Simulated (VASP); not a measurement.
# ZnSe (Stilleite) (I-4m2) in VASP: notebook

The runs below take ZnSe (Stilleite) through single point, with PBE.

All numbers are computed with VASP 6.6.1; they aren't measurements. Logs are shortened: lines on timing, memory, paths and dates and some standing lists are left out, and cuts for length are marked.

## 1. The cell of the first run

Symmetry: I-4m2, No. 119, tetragonal system. Conventional cell: a = 4.008 Å, b = 4.008 Å, c = 5.498 Å, α = 90.00°, β = 90.00°, γ = 90.00°. Within 3.2 Å of Zn (site symmetry -4m2) lie 4 Se at 2.43 Å. Within 3.2 Å of Se (site symmetry -4m2) lie 4 Zn at 2.43 Å.

## 2. Single point, PBE (z stretched by -3 %, then relaxed in part)

INCAR

```
ALGO = Normal ; EDIFF = 1E-6
ENCUT = 520 ; GGA = PE
ISIF = 2 ; ISMEAR = -1
LASPH = True ; LCHARG = True
LELF = True ; LREAL = False
LVHAR = True ; LWAVE = False
NBANDS = 16 ; NELM = 60
PREC = Accurate ; SIGMA = 0.02
```

KPOINTS

```
k-points
0
Gamma
  13 13 13
```

POSCAR

```
ZnSe
1.0
    0.0000000000      2.8338000000      2.7487860000
    2.8338000000      0.0000000000      2.7487860000
    2.8338000000      2.8338000000      0.0000000000
Zn Se
1 1
Direct
    0.0000000000      0.0000000000      0.0000000000
    0.2500000000      0.2500000000      0.2500000000
```

Potentials or basis: VASP PAW PBE potentials, release 64 (Zn, Se).

Started as:

```sh
cat potpaw_PBE.64/Zn/POTCAR potpaw_PBE.64/Se/POTCAR > POTCAR
mpirun -np 1 vasp_std > vasp.out
```

OUTCAR:

```text
EDIFF = 1E-6
   ENCUT = 520
   GGA = PE
   ISIF = 2
   ISMEAR = -1
   LASPH = True
   LREAL = False
   NELM = 60
   PREC = Accurate

 ion  position               nearest neighbor table
   1  0.000  0.000  0.000-   2 2.43   2 2.43   2 2.43   2 2.43
   2  0.250  0.250  0.250-   1 2.43   1 2.43   1 2.43   1 2.43

  LATTYP: Found a body centered tetragonal cell.
 ALAT       =     4.0075983931
 C/A-ratio  =     1.3717871555

  Lattice vectors:

 A1 = (   0.0000000000,  -2.8338000000,  -2.7487860000)
 A2 = (   0.0000000000,   2.8338000000,  -2.7487860000)
 A3 = (   2.8338000000,   0.0000000000,   2.7487860000)

Analysis of symmetry for initial positions (statically):
=====================================================================
 Subroutine PRICEL returns:
 Original cell was already a primitive cell.

 Routine SETGRP: Setting up the symmetry group for a
 body centered tetragonal supercell.

 Subroutine GETGRP returns: Found  8 space group operations
 (whereof  8 operations were pure point group operations)
 out of a pool of 16 trial point group operations.

The static configuration has the point symmetry D_2d.

Analysis of symmetry for dynamics (positions and initial velocities):
=====================================================================
 Subroutine PRICEL returns:
 Original cell was already a primitive cell.

 Routine SETGRP: Setting up the symmetry group for a
 body centered tetragonal supercell.

 Subroutine GETGRP returns: Found  8 space group operations
 (whereof  8 operations were pure point group operations)
 out of a pool of 16 trial point group operations.

The dynamic configuration has the point symmetry D_2d.

 Subroutine INISYM returns: Found  8 space group operations
 (whereof  8 operations are pure point group operations),
 and found     1 'primitive' translations

----------------------------------------------------------------------------------------

                                     Primitive cell

  volume of cell :      44.1478

  direct lattice vectors                    reciprocal lattice vectors
     0.000000000  2.833800000  2.748786000    -0.176441527  0.176441527  0.181898482
     2.833800000  0.000000000  2.748786000     0.176441527 -0.176441527  0.181898482
     2.833800000  2.833800000  0.000000000     0.176441527  0.176441527 -0.181898482

  length of vectors
     3.947942111  3.947942111  4.007598393     0.308788411  0.308788411  0.308788411

  position of ions in fractional coordinates (direct lattice)
     0.000000000  0.000000000  0.000000000
     0.250000000  0.250000000  0.250000000

  ion indices of the primitive-cell ions
   primitive index   ion index
                 1           1
                 2           2

----------------------------------------------------------------------------------------

 KPOINTS: k-points

Automatic generation of k-mesh.
 Grid dimensions read from file:
 generate k-points for:   13   13   13

 Generating k-lattice:

  Cartesian coordinates                     Fractional coordinates (reciprocal lattice)
    -0.013572425  0.013572425  0.013992191     0.076923077  0.000000000  0.000000000
     0.013572425 -0.013572425  0.013992191     0.000000000  0.076923077  0.000000000
     0.013572425  0.013572425 -0.013992191     0.000000000  0.000000000  0.076923077

  Length of vectors
     0.023752955  0.023752955  0.023752955

  Shift w.r.t. Gamma in fractional coordinates (k-lattice)
     0.000000000  0.000000000  0.000000000

 Subroutine IBZKPT returns following result:
 ===========================================

 Found    196 irreducible k-points:

 Following reciprocal coordinates:
            Coordinates               Weight
  0.000000  0.000000  0.000000      1.000000
  0.076923  0.000000  0.000000      8.000000
  0.153846  0.000000  0.000000      8.000000
  0.230769  0.000000  0.000000      8.000000
  0.307692  0.000000  0.000000      8.000000
  0.384615  0.000000  0.000000      8.000000
[... 16 lines left out ...]
  0.384615  0.153846  0.000000      8.000000
  0.461538  0.153846  0.000000      8.000000
 [... further k-points ...]
   k-points           NKPTS =    196   k-points in BZ     NKDIM =    196   number of bands    NBANDS=     16
   number of dos      NEDOS =    301   number of ions     NIONS =      2
   total plane-waves  NPLWV =  27000
   dimension x,y,z NGX =    30 NGY =   30 NGZ =   30
   dimension x,y,z NGXF=    60 NGYF=   60 NGZF=   60
   ions per type =               1   1
   NGX,Y,Z   is equivalent  to a cutoff of  12.63, 12.63, 12.44 a.u.
   NGXF,Y,Z  is equivalent  to a cutoff of  25.27, 25.27, 24.89 a.u.
 SYSTEM =  unknown system
   PREC   = accura    normal or accurate (medium, high low for compatibility)
   ISTART =      0    job   : 0-new  1-cont  2-samecut
   ICHARG =      2    charge: 1-file 2-atom 10-const
   ISPIN  =      1    spin polarized calculation?
   LNONCOLLINEAR =      F non collinear calculations
   LSORBIT =      F    spin-orbit coupling
   LASPH  =      T    aspherical Exc in radial PAW
   ENCUT  =  520.0 eV  38.22 Ry    6.18 a.u.   7.34  7.34  7.45*2*pi/ulx,y,z
   NELM   =     60;   NELMIN=  2; NELMDL= -5     # of ELM steps
   EDIFF  = 0.1E-05   stopping-criterion for ELM
   LREAL  =      F    real-space projection
   EDIFFG = 0.1E-04   stopping-criterion for IOM
   NSW    =      0    number of steps for IOM
   IBRION =     -1    ionic relax: 0-MD 1-quasi-New 2-CG
   NFREE  =      0    steps in history (QN), initial steepest desc. (CG)
   ISIF   =      2    stress and relaxation
   ISYM   =      2    0-nonsym 1-usesym 2-fastsym
   POTIM  = 0.5000    time-step for ionic-motion
   TEBEG  =    0.0;   TEEND  =   0.0 temperature during run
   PSTRESS=    0.0 pullay stress
   NELECT =      18.0000    total number of electrons
   NUPDOWN=      -1.0000    fix difference up-down
   EMIN   =  10.00;   EMAX   =-10.00  energy-range for DOS
   EFERMI =   0.00;   METHOD = LEGACY
   ISMEAR =    -1;   SIGMA  =   0.02  broadening in eV -4-tet -1-fermi 0-gaus
   EFERMI_NEDOS =   21; number of points for ismear=-14 and -15
   IALGO  =     38    algorithm
   IMIX   =      4    mixing-type and parameters
     AMIX     =   0.40;   BMIX     =  1.00
     AMIX_MAG =   1.60;   BMIX_MAG =  1.00
  volume/ion in A,a.u.               =      22.07       148.96
  Fermi-wavevector in a.u.,A,eV,Ry     =   1.213936  2.294007 20.050107  1.473641
  Thomas-Fermi vector in A             =   2.349372
   LORBIT       =      0    0 simple, 1 ext, 2 COOP (PROOUT), +10 PAW based schemes
   GGA     = PE    functional components
[... 5 lines left out ...]
 non-spin polarized calculation
  energy-cutoff  :      520.00
  volume of cell :       44.15
 maximum number of plane-waves:      1219
 NGX is ok and might be reduce to    30
   NGX = 15   NGY = 15   NGZ = 15

 number of electron      17.9999991 magnetization

 Free energy of the ion-electron system (eV)
  ---------------------------------------------------
  ext. energy  EPLUGINS =         0.00000000
  ---------------------------------------------------
  free energy    TOTEN  =        -5.98921370 eV

  energy without entropy =       -5.98921370  energy(sigma->0) =       -5.98921370

 E-fermi :   2.3389     XC(G=0):  -9.4632

 val. band max:        1.9491665040   @ k =   0.0000   0.0000   0.0000
 cond. band min:       3.2893405741   @ k =   0.0000   0.0000   0.0000
 fundamental gap:      1.3401740701
 Fermi energy:         2.3389322712

 k-point     1 :       0.0000    0.0000    0.0000
  band No.  band energies     occupation
      1     -11.5794      2.00000
      2      -4.7863      2.00000
      3      -4.7863      2.00000
      4      -4.7726      2.00000
      5      -4.3879      2.00000
      6      -4.3817      2.00000
[... 8 lines left out ...]
     15      13.1270      0.00000
     16      13.6466      0.00000

 k-point     2 :       0.0769    0.0000    0.0000
  band No.  band energies     occupation
      1     -11.5381      2.00000
      2      -4.7837      2.00000
      3      -4.7798      2.00000
      4      -4.7672      2.00000
      5      -4.3884      2.00000
      6      -4.3827      2.00000
[... 8 lines left out ...]
     15      12.7258      0.00000
     16      13.1530      0.00000

 k-point     3 :       0.1538    0.0000    0.0000
  band No.  band energies     occupation
      1     -11.4203      2.00000
      2      -4.7739      2.00000
      3      -4.7624      2.00000
      4      -4.7498      2.00000
      5      -4.3886      2.00000
      6      -4.3846      2.00000
[... 8 lines left out ...]
     15      12.5290      0.00000
     16      13.0309      0.00000

 k-point     4 :       0.2308    0.0000    0.0000
  band No.  band energies     occupation
      1     -11.2441      2.00000
      2      -4.7432      2.00000
      3      -4.7399      2.00000
      4      -4.7238      2.00000
      5      -4.3861      2.00000
      6      -4.3850      2.00000
[... 8 lines left out ...]
     15      12.3158      0.00000
     16      12.8520      0.00000

 k-point     5 :       0.3077    0.0000    0.0000
  band No.  band energies     occupation
      1     -11.0420      2.00000
      2      -4.7193      2.00000
      3      -4.7056      2.00000
      4      -4.6578      2.00000
      5      -4.3815      2.00000
      6      -4.3789      2.00000
[... 8 lines left out ...]
     15      12.7346      0.00000
     16      12.8237      0.00000

 k-point     6 :       0.3846    0.0000    0.0000
  band No.  band energies     occupation
      1     -10.8603      2.00000
      2      -4.7054      2.00000
      3      -4.6882      2.00000
      4      -4.5019      2.00000
      5      -4.3742      2.00000
      6      -4.3688      2.00000
[... 8 lines left out ...]
     15      13.6158      0.00000
     16      13.7163      0.00000
[... 267 lines left out ...]
 k-point    21 :       0.2308    0.1538    0.0000
  band No.  band energies     occupation
      1     -11.2250      2.00000
      2      -4.7878      2.00000
      3      -4.7142      2.00000
      4      -4.7121      2.00000
      5      -4.4021      2.00000
      6      -4.3694      2.00000
[... 8 lines left out ...]
     15      13.5400      0.00000
     16      14.5826      0.00000

 k-point    22 :       0.3077    0.1538    0.0000
  band No.  band energies     occupation
      1     -11.0472      2.00000
      2      -4.7595      2.00000
      3      -4.6889      2.00000
      4      -4.6741      2.00000
      5      -4.3966      2.00000
      6      -4.3628      2.00000
[... 8 lines left out ...]
     15      13.8342      0.00000
     16      14.4093      0.00000

 k-point    23 :       0.3846    0.1538    0.0000
  band No.  band energies     occupation
      1     -10.8625      2.00000
      2      -4.7152      2.00000
      3      -4.6703      2.00000
      4      -4.6055      2.00000
      5      -4.3713      2.00000
      6      -4.3568      2.00000
[... 8 lines left out ...]
     15      14.2727      0.00000
     16      14.5954      0.00000

 k-point    24 :       0.4615    0.1538    0.0000
  band No.  band energies     occupation
      1     -10.7173      2.00000
      2      -4.6885      2.00000
      3      -4.6610      2.00000
      4      -4.4928      2.00000
      5      -4.3552      2.00000
      6      -4.2969      2.00000
[... 8 lines left out ...]
     15      14.6713      0.00000
     16      15.4451      0.00000

 [... further k-points ...]
[... 5 lines left out ...]
  --------------------------------------------------------------------------------------
  -------------------------------------------------------------------------------------
  Total        1.1523476      1.1523476      1.4070073      0.0000000      0.0000000     -0.0000000
  in kB       41.8200705     41.8200705     51.0619758      0.0000000      0.0000000     -0.0000000
  external PRESSURE =      44.9007056 kB  Pullay stress =       0.0000000 kB

 VOLUME and BASIS-vectors are now :
 -----------------------------------------------------------------------------
  energy-cutoff  :      520.00
  volume of cell :       44.15
      direct lattice vectors                 reciprocal lattice vectors
     0.000000000  2.833800000  2.748786000    -0.176441527  0.176441527  0.181898482
     2.833800000  0.000000000  2.748786000     0.176441527 -0.176441527  0.181898482
     2.833800000  2.833800000  0.000000000     0.176441527  0.176441527 -0.181898482

 POSITION                                       TOTAL-FORCE (eV/Angst)
 -----------------------------------------------------------------------------------
      0.00000      0.00000      0.00000         0.000000      0.000000      0.000000
      1.41690      1.41690      1.37439        -0.000000     -0.000000     -0.000000
 -----------------------------------------------------------------------------------
    total drift:                                0.000000      0.000000     -0.000001

  FREE ENERGIE OF THE ION-ELECTRON SYSTEM (eV)
  ---------------------------------------------------
  free  energy   TOTEN  =        -5.9892136990 eV

  energy  without entropy=       -5.9892136990  energy(sigma->0) =       -5.98921370
```

Wall time 53 s (1 thread of Intel Xeon 6975P-C (Granite Rapids), shared host); peak memory 0.27 GiB.

What came out:

```
Free energy            : -5.9892 eV
Pressure               : 4.5 GPa
Band gap on the k mesh : 1.34 eV, direct
```

Stress tensor (GPa, compression positive):
```
4.18 0.00 0.00
0.00 4.18 0.00
0.00 0.00 5.11
```

Caveat: the cell differs from its parent crystal (z stretched by -3 %, then relaxed in part).

## 3. Single point, PBE (z stretched by -2 %, then relaxed in part)

INCAR

```
  ALGO = Normal
  EDIFF = 1E-6
  ENCUT = 520
  GGA = PE
  ISIF = 2
  ISMEAR = -1
  LASPH = T
  LCHARG = T
  LELF = T
  LREAL = F
  LVHAR = T
  LWAVE = F
  NBANDS = 16
  NELM = 60
  PREC = Accurate
  SIGMA = 0.02
```

KPOINTS is that of step 2.

POSCAR

```
ZnSe
1.0
    0.0000000000      2.8338000000      2.7771240000
    2.8338000000      0.0000000000      2.7771240000
    2.8338000000      2.8338000000      0.0000000000
Zn Se
1 1
Direct
    0.0000000000      0.0000000000      0.0000000000
    0.2500000000      0.2500000000      0.2500000000
```

Potentials or basis: VASP PAW PBE potentials, release 64 (Zn, Se).

Started as:

```sh
cat potpaw_PBE.64/Zn/POTCAR potpaw_PBE.64/Se/POTCAR > POTCAR
mpirun -np 1 vasp_std > vasp.out
```

OUTCAR:

```text
EDIFF = 1E-6
   ENCUT = 520
   GGA = PE
   ISIF = 2
   ISMEAR = -1
   LASPH = T
   LREAL = F
   NELM = 60
   PREC = Accurate

 ion  position               nearest neighbor table
   1  0.000  0.000  0.000-   2 2.44   2 2.44   2 2.44   2 2.44
   2  0.250  0.250  0.250-   1 2.44   1 2.44   1 2.44   1 2.44

  LATTYP: Found a body centered tetragonal cell.
 ALAT       =     4.0075983931
 C/A-ratio  =     1.3859292911

  Lattice vectors:

 A1 = (   0.0000000000,  -2.8338000000,  -2.7771240000)
 A2 = (   0.0000000000,   2.8338000000,  -2.7771240000)
 A3 = (   2.8338000000,   0.0000000000,   2.7771240000)

Analysis of symmetry for initial positions (statically):
=====================================================================
 Subroutine PRICEL returns:
 Original cell was already a primitive cell.

 Routine SETGRP: Setting up the symmetry group for a
 body centered tetragonal supercell.

 Subroutine GETGRP returns: Found  8 space group operations
 (whereof  8 operations were pure point group operations)
 out of a pool of 16 trial point group operations.

[... 155 lines left out ...]
  ---------------------------------------------------
  ext. energy  EPLUGINS =         0.00000000
  ---------------------------------------------------
  free energy    TOTEN  =        -6.00241252 eV

  energy without entropy =       -6.00241252  energy(sigma->0) =       -6.00241252

 E-fermi :   2.2433     XC(G=0):  -9.4154

 val. band max:        1.8357106693   @ k =   0.0000   0.0000   0.0000
 cond. band min:       3.1586547251   @ k =   0.0000   0.0000   0.0000
 fundamental gap:      1.3229440558
 Fermi energy:         2.2433126031

 k-point     1 :       0.0000    0.0000    0.0000
  band No.  band energies     occupation
      1     -11.6023      2.00000
      2      -4.8359      2.00000
      3      -4.8359      2.00000
      4      -4.8269      2.00000
      5      -4.4469      2.00000
      6      -4.4430      2.00000
[... 433 lines left out ...]
      3      -4.7119      2.00000
      4      -4.5431      2.00000
      5      -4.4174      2.00000
      6      -4.3617      2.00000
[... 8 lines left out ...]
     15      14.4835      0.00000
     16      15.2744      0.00000

 [... further k-points ...]
[... 5 lines left out ...]
  --------------------------------------------------------------------------------------
  -------------------------------------------------------------------------------------
  Total        0.9802825      0.9802825      1.1573846      0.0000000     -0.0000000      0.0000000
  in kB       35.2126053     35.2126053     41.5742677      0.0000000     -0.0000000      0.0000000
  external PRESSURE =      37.3331595 kB  Pullay stress =       0.0000000 kB

 VOLUME and BASIS-vectors are now :
 -----------------------------------------------------------------------------
  energy-cutoff  :      520.00
  volume of cell :       44.60
      direct lattice vectors                 reciprocal lattice vectors
     0.000000000  2.833800000  2.777124000    -0.176441527  0.176441527  0.180042375
     2.833800000  0.000000000  2.777124000     0.176441527 -0.176441527  0.180042375
     2.833800000  2.833800000  0.000000000     0.176441527  0.176441527 -0.180042375

 POSITION                                       TOTAL-FORCE (eV/Angst)
 -----------------------------------------------------------------------------------
      0.00000      0.00000      0.00000        -0.000000     -0.000000      0.000000
      1.41690      1.41690      1.38856         0.000000      0.000000     -0.000000
 -----------------------------------------------------------------------------------
    total drift:                               -0.000000     -0.000000      0.000000

  FREE ENERGIE OF THE ION-ELECTRON SYSTEM (eV)
  ---------------------------------------------------
  free  energy   TOTEN  =        -6.0024125176 eV

  energy  without entropy=       -6.0024125176  energy(sigma->0) =       -6.00241252
```

stdout:

```text
POSCAR found type information on POSCAR ZnSe
 POSCAR found :  2 types and       2 ions
 scaLAPACK will be used
 LDA part: xc-table for (Slater+PW92), standard interpolation
 POSCAR, INCAR and KPOINTS ok, starting setup
 FFT: planning ... GRIDC
 FFT: planning ... GRID_SOFT
 FFT: planning ... GRID
 WAVECAR not read
 entering main loop
```

It took 53 s on 1 thread of Intel Xeon 6975P-C (Granite Rapids), shared host; peak memory 0.28 GiB.

Results:

```yaml
Free_energy: -6.0024 eV
Pressure: 3.7 GPa
Band_gap_on_the_k_mesh: 1.32 eV, direct
```

Caveat: the cell differs from its parent crystal (z stretched by -2 %, then relaxed in part).

(Continued in part 2 of 2.)
